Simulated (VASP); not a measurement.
# KMgF3 in VASP: further runs

KMgF3 is run at these levels: PBEsol; tasks: single point.

All numbers are computed with VASP 6.6.1; they aren't measurements. Logs are shortened: lines on timing, memory, paths and dates and some standing lists are left out, and cuts for length are marked.

## Step 1: The cell of the first run

The structure is cubic, space group Pm-3m (No. 221). Conventional cell: a = 4.046 Å, b = 4.046 Å, c = 4.046 Å, α = 90.00°, β = 90.00°, γ = 90.00°. K (site symmetry m-3m) has 12 F at 2.86 Å and 8 Mg at 3.50 Å within 3.8 Å. Mg (site symmetry m-3m) has 6 F at 2.02 Å within 2.7 Å. F (site symmetry 4/mmm) has 2 Mg at 2.02 Å within 2.7 Å.

## Step 2: Single point, PBEsol (strain +0.015 along x and y, +0.015 along z)

INCAR reads:

```
ALGO = Normal ; EDIFF = 1E-6
ENCUT = 520 ; GGA = PS
ISIF = 2 ; ISMEAR = 0
LASPH = True ; LCHARG = True
LELF = True ; LREAL = False
LVHAR = True ; LWAVE = False
NBANDS = 24 ; NELM = 80
PREC = Accurate ; SIGMA = 0.05
```

KPOINTS reads:

```
k-points
0
Gamma
  6 6 6
```

POSCAR reads:

```
KMgF3
1.0
    4.0456885000      0.0000000000      0.0000000000
    0.0000000000      4.0456885000      0.0000000000
    0.0000000000      0.0000000000      4.0456885000
K Mg F
1 1 3
Direct
    0.5000000000      0.5000000000      0.5000000000
    0.0000000000      0.0000000000      0.0000000000
    0.5000000000      0.0000000000      0.0000000000
    0.0000000000      0.5000000000      0.0000000000
    0.0000000000      0.0000000000      0.5000000000
```

Potentials or basis: VASP PAW PBE potentials, release 64 (K_sv, Mg, F).

Started as:

```sh
> cat potpaw_PBE.64/K_sv/POTCAR potpaw_PBE.64/Mg/POTCAR potpaw_PBE.64/F/POTCAR > POTCAR
> mpirun -np 1 vasp_std > vasp.out
```

OUTCAR:

```text
EDIFF = 1E-6
   ENCUT = 520
   GGA = PS
   ISIF = 2
   ISMEAR = 0
   LASPH = True
   LREAL = False
   NELM = 80
   PREC = Accurate

 ion  position               nearest neighbor table
   1  0.500  0.500  0.500-   2 3.50   2 3.50   2 3.50   2 3.50   2 3.50   2 3.50   2 3.50   2 3.50

   2  0.000  0.000  0.000-   3 2.02   4 2.02   5 2.02   5 2.02   4 2.02   3 2.02   1 3.50   1 3.50
                             1 3.50   1 3.50   1 3.50   1 3.50   1 3.50   1 3.50
   3  0.500  0.000  0.000-   2 2.02   2 2.02
   4  0.000  0.500  0.000-   2 2.02   2 2.02
   5  0.000  0.000  0.500-   2 2.02   2 2.02

  LATTYP: Found a simple cubic cell.
 ALAT       =     4.0456885000

  Lattice vectors:

 A1 = (   4.0456885000,   0.0000000000,   0.0000000000)
 A2 = (   0.0000000000,   4.0456885000,   0.0000000000)
 A3 = (   0.0000000000,   0.0000000000,   4.0456885000)

Analysis of symmetry for initial positions (statically):
=====================================================================
 Subroutine PRICEL returns:
 Original cell was already a primitive cell.

 Routine SETGRP: Setting up the symmetry group for a
 simple cubic supercell.

 Subroutine GETGRP returns: Found 48 space group operations
 (whereof 48 operations were pure point group operations)
 out of a pool of 48 trial point group operations.

The static configuration has the point symmetry O_h .

Analysis of symmetry for dynamics (positions and initial velocities):
=====================================================================
 Subroutine PRICEL returns:
 Original cell was already a primitive cell.

 Routine SETGRP: Setting up the symmetry group for a
 simple cubic supercell.

 Subroutine GETGRP returns: Found 48 space group operations
 (whereof 48 operations were pure point group operations)
 out of a pool of 48 trial point group operations.

The dynamic configuration has the point symmetry O_h .

 Subroutine INISYM returns: Found 48 space group operations
 (whereof 48 operations are pure point group operations),
 and found     1 'primitive' translations

----------------------------------------------------------------------------------------

                                     Primitive cell

  volume of cell :      66.2182

[... 87 lines left out ...]
   ENCUT  =  520.0 eV  38.22 Ry    6.18 a.u.   7.52  7.52  7.52*2*pi/ulx,y,z
   NELM   =     80;   NELMIN=  2; NELMDL= -5     # of ELM steps
   EDIFF  = 0.1E-05   stopping-criterion for ELM
   LREAL  =      F    real-space projection
   EDIFFG = 0.1E-04   stopping-criterion for IOM
   NSW    =      0    number of steps for IOM
   IBRION =     -1    ionic relax: 0-MD 1-quasi-New 2-CG
   NFREE  =      0    steps in history (QN), initial steepest desc. (CG)
   ISIF   =      2    stress and relaxation
   ISYM   =      2    0-nonsym 1-usesym 2-fastsym
   POTIM  = 0.5000    time-step for ionic-motion
   TEBEG  =    0.0;   TEEND  =   0.0 temperature during run
   PSTRESS=    0.0 pullay stress
   NELECT =      32.0000    total number of electrons
   NUPDOWN=      -1.0000    fix difference up-down
   EMIN   =  10.00;   EMAX   =-10.00  energy-range for DOS
   EFERMI =   0.00;   METHOD = LEGACY
   ISMEAR =     0;   SIGMA  =   0.05  broadening in eV -4-tet -1-fermi 0-gaus
   EFERMI_NEDOS =   21; number of points for ismear=-14 and -15
   IALGO  =     38    algorithm
   IMIX   =      4    mixing-type and parameters
     AMIX     =   0.40;   BMIX     =  1.00
     AMIX_MAG =   1.60;   BMIX_MAG =  1.00
  volume/ion in A,a.u.               =      13.24        89.37
  Fermi-wavevector in a.u.,A,eV,Ry     =   1.284692  2.427716 22.455515  1.650434
  Thomas-Fermi vector in A             =   2.416871
   LORBIT       =      0    0 simple, 1 ext, 2 COOP (PROOUT), +10 PAW based schemes
   GGA     = PS    functional components
   LHFCALC =     F    Hartree Fock is set to
   AEXX    =    0.0000 exact exchange contribution
   IVDW    =     0    specifies the selected vdW correction
   LEPSILON=     F    determine dielectric tensor
   LRPA    =     F    only Hartree local field effects (RPA)
 non-spin polarized calculation
 Gauss-broadening in eV      SIGMA  =   0.05
  energy-cutoff  :      520.00
  volume of cell :       66.22
 maximum number of plane-waves:      1804
   NGX = 15   NGY = 15   NGZ = 15

 number of electron      31.9999959 magnetization

 Free energy of the ion-electron system (eV)
  ---------------------------------------------------
  ext. energy  EPLUGINS =         0.00000000
  ---------------------------------------------------
  free energy    TOTEN  =       -25.23940323 eV

  energy without entropy =      -25.23940323  energy(sigma->0) =      -25.23940323

 E-fermi :  -1.6889     XC(G=0):  -9.7151

 val. band max:       -1.9228501722   @ k =   0.5000   0.5000   0.5000
 cond. band min:       4.8791899988   @ k =   0.0000   0.0000   0.0000
 fundamental gap:      6.8020401710
 Fermi energy:        -1.6889476682

 k-point     1 :       0.0000    0.0000    0.0000
  band No.  band energies     occupation
      1     -27.4917      2.00000
      2     -21.8186      2.00000
      3     -21.2066      2.00000
      4     -21.2066      2.00000
      5     -11.0488      2.00000
      6     -11.0488      2.00000
[... 529 lines left out ...]
     23      12.5165      0.00000
     24      12.5980      0.00000

------------------------ aborting loop because EDIFF is reached ----------------------------------------

  FORCE on cell =-STRESS in cart. coord.  units (eV):
  Direction    XX          YY          ZZ          XY          YZ          ZX
  --------------------------------------------------------------------------------------
  -------------------------------------------------------------------------------------
  Total       -1.2727025     -1.2727025     -1.2727025     -0.0000000     -0.0000000      0.0000000
  in kB      -30.7935787    -30.7935787    -30.7935787     -0.0000000     -0.0000000      0.0000000
  external PRESSURE =     -30.7935787 kB  Pullay stress =       0.0000000 kB

 VOLUME and BASIS-vectors are now :
 -----------------------------------------------------------------------------
  energy-cutoff  :      520.00
  volume of cell :       66.22
      direct lattice vectors                 reciprocal lattice vectors
     4.045688500  0.000000000  0.000000000     0.247176717  0.000000000  0.000000000
     0.000000000  4.045688500  0.000000000     0.000000000  0.247176717  0.000000000
     0.000000000  0.000000000  4.045688500     0.000000000  0.000000000  0.247176717

 POSITION                                       TOTAL-FORCE (eV/Angst)
 -----------------------------------------------------------------------------------
      2.02284      2.02284      2.02284         0.000000      0.000000      0.000000
      0.00000      0.00000      0.00000         0.000000      0.000000      0.000000
      2.02284      0.00000      0.00000         0.000000      0.000000      0.000000
      0.00000      2.02284      0.00000         0.000000      0.000000      0.000000
      0.00000      0.00000      2.02284         0.000000      0.000000      0.000000
 -----------------------------------------------------------------------------------
    total drift:                                0.000000     -0.000000      0.000000

  FREE ENERGIE OF THE ION-ELECTRON SYSTEM (eV)
  ---------------------------------------------------
  free  energy   TOTEN  =       -25.2394032310 eV

  energy  without entropy=      -25.2394032310  energy(sigma->0) =      -25.23940323
```

stdout:

```text
POSCAR found type information on POSCAR K MgF
 POSCAR found :  3 types and       5 ions
 scaLAPACK will be used
 -----------------------------------------------------------------------------
|                                                                             |
|                                                                             |
|     You enforced a specific xc type in the INCAR file but a different       |
|     I HOPE YOU KNOW WHAT YOU ARE DOING!                                     |
|                                                                             |
 -----------------------------------------------------------------------------

 LDA part: xc-table for (Slater+PW92), standard interpolation
 POSCAR, INCAR and KPOINTS ok, starting setup
 FFT: planning ... GRIDC
 FFT: planning ... GRID_SOFT
 FFT: planning ... GRID
 WAVECAR not read
 entering main loop
```

It took 48 s on 1 thread of Intel Xeon Platinum 8259CL at 2.50GHz (Skylake/Cascade Lake), shared host; peak memory 0.18 GiB.

Results:

* Free energy: -25.2394 eV
* Pressure: -3.1 GPa
* Band gap on the k mesh: 6.80 eV (least direct gap 7.13 eV)

Levels at points of the mesh, in eV from the valence-band top:
```
           k point  band 13  band 14  band 15  band 16  band 17  band 18  band 19  band 20
(0.00, 0.00, 0.00)    -0.59    -0.32    -0.32    -0.32     6.80     9.89     9.89    12.03
(0.50, 0.00, 0.00)    -0.83    -0.82    -0.51    -0.51     9.68     9.85    10.89    12.53
(0.50, 0.50, 0.00)    -0.98    -0.87    -0.87    -0.02    10.54    11.36    12.03    12.03
(0.50, 0.50, 0.50)    -1.09     0.00     0.00     0.00    10.13    10.13    10.13    13.43
```

Caveat: the cell differs from its parent crystal (strain +0.015 along x and y, +0.015 along z); the cell stands under tension; the PAW data sets were made with another functional, which shifts forces and pressure a little. A k mesh can miss the band edges.

(Part 1 of 3 ends here.)
